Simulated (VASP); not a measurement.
Wanted: the native input for a VASP 6.6.1 run.

| Quantity | Value |
| --- | --- |
| Task | single point |
| Functional | PBEsol |
| Potentials or basis | VASP PAW PBE potentials, release 64 (Sb) |
| Cutoff | 520 eV |
| k mesh | 8 × 8 × 8 |
| Occupations | methfessel-paxton, width 0.1 eV |
| Spin | no spin polarisation |
| Dipole correction | no |
| Further INCAR settings | ALGO = Normal; EDIFF = 1e-06; NBANDS = 12 |

The structure of Sb lies in POSCAR:

```
Sb
1.0
    2.1250856202      1.2269207773      3.7072099901
   -2.1250856202      1.2269207773      3.7072099901
    0.0000000000     -2.4538415546      3.7072099901
Sb
2
Direct
    0.2334900000      0.2334900000      0.2334900000
    0.7665100000      0.7665100000      0.7665100000
```

These files were run (other wordings do the same):

INCAR

```
SYSTEM = Sb
PREC = Accurate ; ENCUT = 520
EDIFF = 1E-6 ; ISMEAR = 1
SIGMA = 0.1 ; LREAL = .FALSE.
LASPH = .TRUE. ; NELM = 80
ALGO = Normal ; ISIF = 2
LWAVE = .FALSE. ; LCHARG = .TRUE.
GGA = PS ; LELF = .TRUE.
LVHAR = .TRUE. ; NBANDS = 12
```

KPOINTS

```
Automatic mesh
0
G
  8 8 8
  0 0 0
```

Potentials or basis: VASP PAW PBE potentials, release 64 (Sb).

Command:

```bash
$ cat potpaw_PBE.64/Sb/POTCAR > POTCAR
$ mpirun -np 1 vasp_std > vasp.out
```

It gave:

```yaml
Pressure: 2.8 GPa
Largest_force: 0.382 eV/Å
Band_gap_on_the_k_mesh: zero (bands 5 and 6 overlap by 0.30 eV)
```

Caveat: the PAW data sets were made with another functional, which shifts forces and pressure a little; spin-orbit coupling is left out, which moves the levels of the heavy elements.

Wall time 54 s on 1 thread of Intel Xeon 8259CL, with other jobs on the host, peak memory 0.22 GiB.
